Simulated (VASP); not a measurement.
Al, 1 atom in the cell. The structure is cubic, space group Fm-3m (No. 225). Conventional cell: a = 4.050 Å, b = 4.050 Å, c = 4.050 Å, α = 90.00°, β = 90.00°, γ = 90.00°. Al (site symmetry m-3m) has 12 Al at 2.86 Å within 3.8 Å. 

```yaml
Program: VASP 6.6.1
Task: single point
Functional: PBEsol
Potentials_or_basis: VASP PAW PBE potentials, release 64 (Al)
Cutoff: 500 eV
k_mesh: 12 × 12 × 12
Occupations: fermi-dirac, width 0.1 eV
Spin: no spin polarisation
Dipole_correction: no
Further_INCAR_settings: ALGO = Normal; EDIFF = 1e-06; NBANDS = 8
```

Potentials or basis: VASP PAW PBE potentials, release 64 (Al).

Run with:

```console
$ cat potpaw_PBE.64/Al/POTCAR > POTCAR
$ mpirun -np 1 vasp_std > vasp.out
```

Hardware: 1 thread of Intel(R) Xeon(R) 6975P-C (Granite Rapids), with other jobs on the host.

Problem. How long does it take, and how much memory?

Solution. It took 2.8 s on 1 thread of Intel(R) Xeon(R) 6975P-C (Granite Rapids), with other jobs on the host, peak memory 0.13 GiB. Counts: scf iterations 9, k points 72.
